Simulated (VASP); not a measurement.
Set up this calculation in VASP 6.6.1, as the native input.

| Property | Result |
| --- | --- |
| Task | single point |
| Functional | PBEsol |
| Potentials or basis | VASP PAW PBE potentials, release 64 (In_d, Se) |
| Cutoff | 520 eV |
| k mesh | 6 × 6 × 6 |
| Occupations | fermi-dirac, width 0.05 eV |
| Spin | no spin polarisation |
| Dipole correction | no |
| Further INCAR settings | ALGO = Normal; EDIFF = 1e-06; NBANDS = 30 |

The structure of In3Se lies in POSCAR:

```
In3Se
1.0
    4.6712111567      0.0000000000      0.0000000000
    0.0000000000      4.6712111567      0.0000000000
    0.0000000000      0.0000000000      4.6712111567
In Se
3 1
Direct
    0.5000000000      0.5000000000      0.0000000000
    0.5000000000      0.0000000000      0.5000000000
    0.0000000000      0.5000000000      0.5000000000
    0.0000000000      0.0000000000      0.0000000000
```

The input as run:

INCAR

```
SYSTEM = In3Se
ALGO = Normal ; EDIFF = 1E-6
ENCUT = 520 ; GGA = PS
ISIF = 2 ; ISMEAR = -1
LASPH = .True. ; LCHARG = .False.
LREAL = .False. ; LWAVE = .False.
NBANDS = 30 ; NELM = 60
PREC = Accurate ; SIGMA = 0.05
```

KPOINTS

```
k-points
0
Gamma
  6 6 6
  0 0 0
```

Potentials or basis: VASP PAW PBE potentials, release 64 (In_d, Se).

Command:

```console
$ cat potpaw_PBE.64/In_d/POTCAR potpaw_PBE.64/Se/POTCAR > POTCAR
$ mpirun -np 1 vasp_std > vasp.out
```

Results of the run:

```json
{
 "Pressure": "0.0 GPa",
 "Band gap on the k mesh": "zero (an odd number of electrons rules out a gap without spin polarisation)"
}
```

Caveat: the PAW data sets were made with another functional, which shifts forces and pressure a little; spin-orbit coupling is left out, which moves the levels of the heavy elements.

It took 19 s on 1 thread of Intel(R) Xeon(R) 6975P-C (Granite Rapids) (shared host), peak memory 0.22 GiB.
